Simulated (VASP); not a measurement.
# Tl2Cr: single point with PBE

Crystal: Tl2Cr.

```
Cr Tl
1.0
     4.12315    0.00000    0.00000
    -2.06157    3.57075    0.00000
     0.00000    0.00000    4.45190
Cr Tl
1 2
Direct
  0.00000 0.00000 0.00000
  0.33333 0.66667 0.50000
  0.66667 0.33333 0.50000
```

```json
{"Program": "VASP 6.6.1", "Task": "single point", "Functional": "PBE", "Potentials or basis": "VASP PAW PBE potentials, release 64 (Cr_pv, Tl_d)", "Cutoff": "520 eV", "k mesh": "6 × 6 × 4", "Occupations": "gaussian, width 0.1 eV", "Spin": "collinear spin, ferromagnetic start", "Starting moments": "[3.0, 0.0, 0.0] μB"}
```

The pressure is 37.7 GPa, the net moment is 4.23 μB per cell and the site moments are Cr +3.93; Tl -0.05 μB. The valence electrons inside the program's atomic spheres are Cr 10.46; Tl 11.82.

Stress tensor (GPa, compression positive):
```
57.69  0.00  0.00
 0.00 57.69  0.00
 0.00  0.00 -2.36
```

Levels at points of the mesh, in eV from the Fermi level:
Spin up:
```csv
k point,band 18,band 19,band 20,band 21,band 22,band 23,band 24,band 25
"(0.00, 0.00, 0.00)",-1.58,-1.04,-1.04,0.96,2.67,3.06,3.06,4.80
"(0.50, 0.00, 0.00)",-1.40,-1.04,-0.89,-0.77,1.47,3.14,3.24,3.51
"(0.00, 0.00, 0.50)",-1.21,-1.17,-1.17,2.81,2.81,3.44,4.87,6.04
"(0.50, 0.00, 0.50)",-2.34,-1.06,-0.86,-0.50,-0.07,1.14,2.85,4.97
```
Spin down:
```tsv
k point	band 13	band 14	band 15	band 16	band 17	band 18	band 19	band 20	band 21	band 22
(0.00, 0.00, 0.00)	-11.50	-11.18	-1.76	0.75	0.79	0.79	2.21	2.21	2.61	2.69
(0.50, 0.00, 0.00)	-11.13	-8.05	-7.41	-1.32	-0.15	0.89	2.20	2.69	2.79	2.89
(0.00, 0.00, 0.50)	-11.44	-10.53	-5.07	1.86	1.86	2.09	2.09	2.22	2.72	2.72
(0.50, 0.00, 0.50)	-11.13	-7.75	-6.81	-2.04	-1.44	-0.90	2.24	2.75	2.82	2.94
```

Run time: 2 min on 1 thread of AMD EPYC 7R43 64-Core Processor (Zen 3), with other jobs on the host, peak memory 0.21 GiB.

Caveat: the stress differs along the axes, from -2 to 58 GPa; an empty level that is flat over the whole mesh can mark a ghost state of the potentials, or a narrow d or f band; spin-orbit coupling is left out, which moves the levels of the heavy elements.
